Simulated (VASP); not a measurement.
# Si5O (I4/mmm) in VASP: relaxation of cell and atoms with PBE

Aim: the relaxation of cell and atoms of Si5O with PBE.

All numbers are computed with VASP 6.6.1; they aren't measurements. Logs are shortened: lines on timing, memory, paths and dates and some standing lists are left out, and cuts for length are marked.

### Step 1. The cell of the first run

The structure is tetragonal, space group I4/mmm (No. 139). The conventional cell has a = 5.401 Å, b = 5.401 Å, c = 6.161 Å, α = 90.00°, β = 90.00°, γ = 90.00°. Si (site symmetry 2/m) has 8 Si at 2.45 to 3.08 Å and 2 O at 2.45 Å within 3.2 Å. Si (site symmetry 4/mmm) has 8 Si at 2.45 Å and 2 O at 3.08 Å within 3.2 Å. Within 3.2 Å of O (site symmetry 4/mmm) lie 10 Si at 2.45 to 3.08 Å.

The cell was generated, and may not be a known phase.

### Step 2. Relaxation of cell and atoms, PBE

The input, INCAR:

```
SYSTEM = Si5O
PREC = Accurate
ENCUT = 600
EDIFF = 1E-6
ISMEAR = 0
SIGMA = 0.1
LREAL = .False.
LASPH = .True.
NELM = 80
ALGO = Fast
ISIF = 3
LWAVE = .False.
LCHARG = .False.
GGA = PE
IBRION = 2
NSW = 100
EDIFFG = -0.01
```

The input, KPOINTS:

```
regular mesh
0
Gamma
  10 10 10
  0 0 0
```

The input, POSCAR:

```
Si5O
1.0
   -2.7005783964      2.7005783964      3.0804160653
    2.7005783964     -2.7005783964      3.0804160653
    2.7005783964      2.7005783964     -3.0804160653
Si O
5 1
Direct
    0.5000000000      0.5000000000      0.5000000000
    0.0000000000      0.0000000000      0.5000000000
    0.5000000000      0.0000000000      0.0000000000
    0.0000000000      0.5000000000      0.0000000000
    0.0000000000      0.0000000000      0.0000000000
    0.5000000000      0.5000000000      0.0000000000
```

Potentials or basis: VASP PAW PBE potentials, release 64 (Si, O).

Started as:

```console
$ cat potpaw_PBE.64/Si/POTCAR potpaw_PBE.64/O/POTCAR > POTCAR
$ mpirun -np 1 vasp_std > vasp.out
```

OUTCAR:

```text
SYSTEM = Si5O
   PREC = Accurate
   ENCUT = 600
   EDIFF = 1E-6
   ISMEAR = 0
   LREAL = .False.
   LASPH = .True.
   NELM = 80
   ISIF = 3
   GGA = PE
   IBRION = 2
   NSW = 100
   EDIFFG = -0.01

 ion  position               nearest neighbor table
   1  0.500  0.500  0.500-   5 2.45   6 2.45   6 2.45   5 2.45   3 2.70   3 2.70   4 2.70   4 2.70
                             2 3.08   2 3.08
   2  0.000  0.000  0.500-   5 2.45   6 2.45   5 2.45   6 2.45   3 2.70   4 2.70   3 2.70   4 2.70
                             1 3.08   1 3.08
   3  0.500  0.000  0.000-   5 2.45   6 2.45   6 2.45   5 2.45   1 2.70   1 2.70   2 2.70   2 2.70
                             4 3.08   4 3.08
   4  0.000  0.500  0.000-   5 2.45   6 2.45   5 2.45   6 2.45   1 2.70   2 2.70   2 2.70   1 2.70
                             3 3.08   3 3.08
   5  0.000  0.000  0.000-   1 2.45   2 2.45   3 2.45   4 2.45   2 2.45   4 2.45   3 2.45   1 2.45

   6  0.500  0.500  0.000-   1 2.45   2 2.45   3 2.45   4 2.45   1 2.45   3 2.45   4 2.45   2 2.45

  LATTYP: Found a body centered tetragonal cell.
 ALAT       =     5.4011567928
 C/A-ratio  =     1.1406504878

  Lattice vectors:

 A1 = (  -2.7005783964,   2.7005783964,   3.0804160653)
 A2 = (   2.7005783964,  -2.7005783964,   3.0804160653)
 A3 = (   2.7005783964,   2.7005783964,  -3.0804160653)

Analysis of symmetry for initial positions (statically):
=====================================================================
 Subroutine PRICEL returns:
 Original cell was already a primitive cell.

 Routine SETGRP: Setting up the symmetry group for a
 body centered tetragonal supercell.

 Subroutine GETGRP returns: Found 16 space group operations
 (whereof 16 operations were pure point group operations)
 out of a pool of 16 trial point group operations.

The static configuration has the point symmetry D_4h.

Analysis of symmetry for dynamics (positions and initial velocities):
=====================================================================
 Subroutine PRICEL returns:
 Original cell was already a primitive cell.

 Routine SETGRP: Setting up the symmetry group for a
 body centered tetragonal supercell.

 Subroutine GETGRP returns: Found 16 space group operations
 (whereof 16 operations were pure point group operations)
 out of a pool of 16 trial point group operations.

The dynamic configuration has the point symmetry D_4h.

 Subroutine INISYM returns: Found 16 space group operations
 (whereof 16 operations are pure point group operations),
 and found     1 'primitive' translations

----------------------------------------------------------------------------------------

                                     Primitive cell

  volume of cell :      89.8634

  direct lattice vectors                    reciprocal lattice vectors
    -2.700578396  2.700578396  3.080416065     0.000000000  0.185145523  0.162315736
     2.700578396 -2.700578396  3.080416065     0.185145523  0.000000000  0.162315736
     2.700578396  2.700578396 -3.080416065     0.185145523  0.185145523  0.000000000

  length of vectors
     4.906649619  4.906649619  4.906649619     0.246221979  0.246221979  0.261835310

  position of ions in fractional coordinates (direct lattice)
     0.500000000  0.500000000  0.500000000
     0.000000000  0.000000000  0.500000000
     0.500000000  1.000000000  0.000000000
     1.000000000  0.500000000  0.000000000
     0.000000000  0.000000000  0.000000000
     0.500000000  0.500000000  0.000000000

  ion indices of the primitive-cell ions
   primitive index   ion index
                 1           1
                 2           2
                 3           3
                 4           4
                 5           5
                 6           6

----------------------------------------------------------------------------------------

 KPOINTS: regular mesh

Automatic generation of k-mesh.
 Grid dimensions read from file:
 generate k-points for:   10   10   10

 Generating k-lattice:

  Cartesian coordinates                     Fractional coordinates (reciprocal lattice)
     0.000000000  0.018514552  0.016231574     0.100000000 -0.000000000  0.000000000
     0.018514552  0.000000000  0.016231574    -0.000000000  0.100000000  0.000000000
     0.018514552  0.018514552  0.000000000     0.000000000  0.000000000  0.100000000

  Length of vectors
     0.024622198  0.024622198  0.026183531

  Shift w.r.t. Gamma in fractional coordinates (k-lattice)
     0.000000000  0.000000000  0.000000000

 Subroutine IBZKPT returns following result:
 ===========================================

 Found    102 irreducible k-points:

 Following reciprocal coordinates:
            Coordinates               Weight
  0.000000  0.000000  0.000000      1.000000
  0.100000 -0.000000  0.000000      8.000000
  0.200000 -0.000000  0.000000      8.000000
  0.300000 -0.000000  0.000000      8.000000
  0.400000 -0.000000  0.000000      8.000000
  0.500000  0.000000 -0.000000      4.000000
[... 16 lines left out ...]
  0.300000  0.300000  0.000000      8.000000
  0.400000  0.300000  0.000000     16.000000
 [... further k-points ...]
   k-points           NKPTS =    102   k-points in BZ     NKDIM =    102   number of bands    NBANDS=     17
   number of dos      NEDOS =    301   number of ions     NIONS =      6
   total plane-waves  NPLWV =  64000
   dimension x,y,z NGX =    40 NGY =   40 NGZ =   40
   dimension x,y,z NGXF=    80 NGYF=   80 NGZF=   80
   ions per type =               5   1
   NGX,Y,Z   is equivalent  to a cutoff of  13.55, 13.55, 13.55 a.u.
   NGXF,Y,Z  is equivalent  to a cutoff of  27.11, 27.11, 27.11 a.u.
 SYSTEM =  Si5O
   PREC   = accura    normal or accurate (medium, high low for compatibility)
   ISTART =      0    job   : 0-new  1-cont  2-samecut
   ICHARG =      2    charge: 1-file 2-atom 10-const
   ISPIN  =      1    spin polarized calculation?
   LNONCOLLINEAR =      F non collinear calculations
   LSORBIT =      F    spin-orbit coupling
   LASPH  =      T    aspherical Exc in radial PAW
   ENCUT  =  600.0 eV  44.10 Ry    6.64 a.u.   9.80  9.80  9.80*2*pi/ulx,y,z
   NELM   =     80;   NELMIN=  2; NELMDL= -5     # of ELM steps
   EDIFF  = 0.1E-05   stopping-criterion for ELM
   LREAL  =      F    real-space projection
   EDIFFG = -.1E-01   stopping-criterion for IOM
   NSW    =    100    number of steps for IOM
   IBRION =      2    ionic relax: 0-MD 1-quasi-New 2-CG
   NFREE  =      1    steps in history (QN), initial steepest desc. (CG)
   ISIF   =      3    stress and relaxation
   ISYM   =      2    0-nonsym 1-usesym 2-fastsym
   POTIM  = 0.5000    time-step for ionic-motion
   TEBEG  =    0.0;   TEEND  =   0.0 temperature during run
   PSTRESS=    0.0 pullay stress
   NELECT =      26.0000    total number of electrons
   NUPDOWN=      -1.0000    fix difference up-down
   EMIN   =  10.00;   EMAX   =-10.00  energy-range for DOS
   EFERMI =   0.00;   METHOD = LEGACY
   ISMEAR =     0;   SIGMA  =   0.10  broadening in eV -4-tet -1-fermi 0-gaus
   EFERMI_NEDOS =   21; number of points for ismear=-14 and -15
   IALGO  =     68    algorithm
   IMIX   =      4    mixing-type and parameters
     AMIX     =   0.40;   BMIX     =  1.00
     AMIX_MAG =   1.60;   BMIX_MAG =  1.00
  volume/ion in A,a.u.               =      14.98       101.07
  Fermi-wavevector in a.u.,A,eV,Ry     =   1.082775  2.046148 15.951499  1.172402
  Thomas-Fermi vector in A             =   2.218825
   LORBIT       =      0    0 simple, 1 ext, 2 COOP (PROOUT), +10 PAW based schemes
   GGA     = PE    functional components
   LHFCALC =     F    Hartree Fock is set to
   AEXX    =    0.0000 exact exchange contribution
   IVDW    =     0    specifies the selected vdW correction
   LEPSILON=     F    determine dielectric tensor
   LRPA    =     F    only Hartree local field effects (RPA)
 conjugate gradient relaxation of ions
 non-spin polarized calculation
 RMM-DIIS sequential band-by-band and
 Gauss-broadening in eV      SIGMA  =   0.10
  energy-cutoff  :      600.00
  volume of cell :       89.86
 maximum number of plane-waves:      3028
   NGX = 19   NGY = 19   NGZ = 19

--------------------------------------- Ionic step        1  -------------------------------------------

 number of electron      26.0000004 magnetization

 Free energy of the ion-electron system (eV)
  ---------------------------------------------------
  ext. energy  EPLUGINS =         0.00000000
  ---------------------------------------------------
  free energy    TOTEN  =       -29.68458025 eV

  energy without entropy =      -29.67395402  energy(sigma->0) =      -29.67926714

------------------------ aborting loop because EDIFF is reached ----------------------------------------

  FORCE on cell =-STRESS in cart. coord.  units (eV):
  Direction    XX          YY          ZZ          XY          YZ          ZX
  --------------------------------------------------------------------------------------
  -------------------------------------------------------------------------------------
  Total       -0.0096120     -0.0096120      0.4797401      0.0000000      0.0000000      0.0000000
  in kB       -0.1713725     -0.1713725      8.5532984      0.0000000      0.0000000      0.0000000
  external PRESSURE =       2.7368512 kB  Pullay stress =       0.0000000 kB
[... 145 lines left out ...]
  energy  without entropy=      -29.6767448638  energy(sigma->0) =      -29.68215940

--------------------------------------- Ionic step        5  -------------------------------------------

 number of electron      26.0000003 magnetization

 Free energy of the ion-electron system (eV)
  ---------------------------------------------------
  ext. energy  EPLUGINS =         0.00000000
  ---------------------------------------------------
  free energy    TOTEN  =       -29.68762673 eV

  energy without entropy =      -29.67676844  energy(sigma->0) =      -29.68219759

 E-fermi :   8.0639     XC(G=0): -10.5618

 val. band max:        8.0454951073   @ k =  -0.3000   0.4000   0.2000
 cond. band min:       8.0749839755   @ k =   0.5000   0.3000   0.1000
 fundamental gap:      0.0294888682
 Fermi energy:         8.0639274715

 k-point     1 :       0.0000    0.0000    0.0000
  band No.  band energies     occupation
      1     -10.9171      2.00000
      2      -4.5912      2.00000
      3       0.2315      2.00000
      4       1.7930      2.00000
      5       1.7930      2.00000
      6       2.1834      2.00000
[... 9 lines left out ...]
     16       9.3392      0.00000
     17      10.2428      0.00000
[... 443 lines left out ...]
      1     -10.7985      2.00000
      2      -3.8054      2.00000
      3      -1.8852      2.00000
      4      -1.2920      2.00000
      5       0.3547      2.00000
      6       1.9966      2.00000
[... 9 lines left out ...]
     16      10.0662      0.00000
     17      10.4194      0.00000

 [... further k-points ...]

------------------------ aborting loop because EDIFF is reached ----------------------------------------

  FORCE on cell =-STRESS in cart. coord.  units (eV):
  Direction    XX          YY          ZZ          XY          YZ          ZX
  --------------------------------------------------------------------------------------
  -------------------------------------------------------------------------------------
  Total        0.0173946      0.0173946      0.0079045      0.0000000     -0.0000000     -0.0000000
  in kB        0.3083341      0.3083341      0.1401132      0.0000000     -0.0000000     -0.0000000
  external PRESSURE =       0.2522605 kB  Pullay stress =       0.0000000 kB
[... 21 lines left out ...]
  FREE ENERGIE OF THE ION-ELECTRON SYSTEM (eV)
  ---------------------------------------------------
  free  energy   TOTEN  =       -29.6876267319 eV

  energy  without entropy=      -29.6767684408  energy(sigma->0) =      -29.68219759

 reached required accuracy - stopping structural energy minimisation
```

It took 11 min on 1 thread of Oxide Virtual Turin-like, shared host; peak memory 0.32 GiB.

What came out:

| Item | Value |
| --- | --- |
| Free energy | -29.6876 eV |
| Relaxed volume | 15.06 Å³/atom |
| Relaxed cell | a = 4.921 Å, b = 4.921 Å, c = 4.921 Å, α = 113.71°, β = 113.71°, γ = 101.29° |
| Space group after relaxing (to 0.1 Å) | I4/mmm (No. 139) |
| Energy gained by relaxing | 0.5 meV/atom |
| Ionic steps | 5 |
| Pressure after relaxing | 0.0 GPa |
| Band gap on the k mesh | zero (bands 13 and 14 overlap by 1.33 eV) |

The path:
```csv
step,energy change (eV),largest force (eV/Å),pressure (GPa),volume (Å³)
1,0.0000,0.0000,0.27,89.86
2,-0.0014,0.0000,0.02,90.20
3,-0.0021,0.0000,-0.35,90.66
4,-0.0030,0.0000,-0.10,90.46
5,-0.0030,0.0000,0.03,90.39
```

Final structure:
```xyz
6
Lattice="-2.6909 2.6909 3.1206 2.6909 -2.6909 3.1206 2.6909 2.6909 -3.1206" Properties=species:S:1:pos:R:3 pbc="T T T"
Si    1.3455    1.3455    1.5603
Si    1.3455    1.3455   -1.5603
Si   -1.3455    1.3455    1.5603
Si    1.3455   -1.3455    1.5603
Si    0.0000    0.0000    0.0000
O     0.0000    0.0000    3.1206
```

The gap in the log of VASP goes by the Fermi energy; the results here count the filled bands.